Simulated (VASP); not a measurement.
Input of a VASP 6.6.1 run:

Contents of INCAR:

```
  ALGO = Normal
  EDIFF = 1E-6
  ENCUT = 560
  GGA = CA
  GGA_COMPAT = False
  ISIF = 2
  ISMEAR = -1
  ISPIN = 2
  LASPH = True
  LCHARG = True
  LELF = True
  LMAXMIX = 4
  LORBIT = 11
  LREAL = False
  LVHAR = True
  LWAVE = False
  MAGMOM = 0 1.6
  NBANDS = 21
  NELM = 200
  NUPDOWN = 1.6
  PREC = Accurate
  SIGMA = 0.03
```

KPOINTS

```
k-points
0
Gamma
  11 11 11
```

Contents of POSCAR:

```
AlIr
1.0
    2.9945548500      0.0000000000      0.0000000000
    0.0000000000      2.9945548500      0.0000000000
    0.0000000000      0.0000000000      2.9945548500
Al Ir
1 1
Direct
    0.0000000000      0.0000000000      0.0000000000
    0.5000000000      0.5000000000      0.5000000000
```

Potentials or basis: VASP PAW LDA potentials, release 64 (Al, Ir_sv_GW).

The run is started by

```console
$ cat potpaw_LDA.64/Al/POTCAR potpaw_LDA.64/Ir_sv_GW/POTCAR > POTCAR
$ mpirun -np 1 vasp_std > vasp.out
```

Problem. What does it give for the pressure?

Solution. 10.5 GPa.

Caveat: the cell stands under pressure; the total moment is fixed, so each spin has its own Fermi level and the state may be an excited one.
